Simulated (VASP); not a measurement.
Runs of VASP 6.6.1 on NaF. The structure is that of space group Fm-3m (No. 225), or close to it. The cells are those of the table. 

| task | cell | gap on the mesh (eV) | pressure (GPa) |
| --- | --- | --- | --- |
| electric field gradients | a = 2.937 Å, angles 60.0°, 2 atoms | 8.50 | (a) |
| electric field gradients | a = 3.062 Å, angles 60.0°, 2 atoms | 7.55 | 19.6 |
| electric field gradients | a = 3.233 Å, angles 60.0°, 2 atoms | 6.52 | 4.4 |
| single point | a = 3.233 Å, angles 60.0°, 2 atoms | 6.52 | 4.4 |
| single point | a = 2.382 Å, angles 60.0°, 2 atoms | (b) | 472.2 |
| single point | a = 2.937 Å, angles 60.0°, 2 atoms | 8.50 | 39.7 |
| single point | a = 3.062 Å, angles 60.0°, 2 atoms | 7.55 | 19.5 |

Alike in all rows: level PBE; potentials or basis VASP PAW PBE potentials, release 64 (Na_pv, F); no spin polarisation; k mesh 11 × 11 × 11; cutoff (eV) 520; smearing fermi-dirac 0.03 eV.

Question: Fill in the values left out.

Answer: (a) 39.8; (b) 14.69.

A k mesh can miss the band edges.
